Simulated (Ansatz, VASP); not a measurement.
## MoS in VASP and in Ansatz

```
Mo S
1.0
     0.00000    2.41488    2.41488
     2.41488    0.00000    2.41488
     2.41488    2.41488    0.00000
Mo S
1 1
Cartesian
  0.0000 0.0000 0.0000
  2.4149 2.4149 2.4149
```

Alike in both runs: task relaxation of cell and atoms; functional PBE; k mesh 8 × 8 × 8; occupations gaussian, width 0.1 eV; collinear spin; Hubbard terms Mo d U = 4.38 eV.

|  | VASP | Ansatz |
| --- | --- | --- |
| version | VASP 6.6.1 | Ansatz 0.2.0 |
| potentials or method | VASP PAW PBE potentials, release 64 (Mo_sv, S), cutoff 600 eV | scalar-relativistic, plane waves, PAW |
| valence electrons in the cell | 20 | 20 |

Ansatz gave:

| Quantity | Value |
| --- | --- |
| gap on the k mesh at the Fermi level, each at its own relaxed structure (eV) | none |
| net moment per atom (μB) | 2.00 |
| size of the moment on the site where the two differ most (μB) | 3.20 |
| relaxed volume (Å³/atom) | 20.43 |
| relaxed cell length with the largest relative difference (Å) | 3.866 |

Problem. Which values does VASP return?

Solution. gap on the k mesh at the Fermi level, each at its own relaxed structure (eV): none; net moment per atom (μB): 1.86; size of the moment on the site where the two differ most (μB): 3.38; relaxed volume (Å³/atom): 19.37; relaxed cell length with the largest relative difference (Å): 3.798.

The net moments are unlike, so the other rows may belong to different states. Site moments also hang on the region over which each program counts them. The programs project onto different local orbitals, so the same U acts differently, and such runs can settle in different states. A gap of «none» marks a metal or a gap that the smearing closes. Ansatz's warnings: filled band counts differ across k points.

Noted on VASP's run: the volume moved by over 15 % at a fixed basis, so the end points are rough.
